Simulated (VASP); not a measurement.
A run of VASP 6.6.1:

File INCAR:

```
  PREC = Accurate
  ENCUT = 600
  EDIFF = 1E-6
  ISMEAR = 0
  SIGMA = 0.05
  LREAL = False
  LASPH = True
  NELM = 100
  ALGO = Normal
  ISIF = 4
  LWAVE = False
  LCHARG = False
  GGA = PS
  IBRION = 2
  NSW = 60
  EDIFFG = -0.01
```

File KPOINTS:

```
Automatic mesh
0
Gamma
  8 8 6
```

File POSCAR:

```
SrCl2
1.0
    4.3510088600      0.0000000000      0.0000000000
   -2.1755044300      3.7680842049      0.0000000000
    0.0000000000      0.0000000000      6.0376698368
Sr Cl
1 2
Direct
    0.0000000000      0.0000000000      0.0000000000
    0.3333333333      0.6666666667      0.2271595850
    0.6666666667      0.3333333333      0.7728404150
```

Potentials or basis: VASP PAW PBE potentials, release 64 (Sr_sv, Cl).

Run with:

```bash
$ cat potpaw_PBE.64/Sr_sv/POTCAR potpaw_PBE.64/Cl/POTCAR > POTCAR
$ mpirun -np 1 vasp_std > vasp.out
```

Hardware: 1 thread of AMD EPYC 9R45 96-Core Processor (Zen 5), with other jobs on the host.

**Question.** How long does it take, and how much memory?

**Answer.** It took 2.9 min on 1 thread of AMD EPYC 9R45 96-Core Processor (Zen 5), on a shared host, peak memory 0.27 GiB. Counts: scf iterations 46, k points 50, ion steps 5.
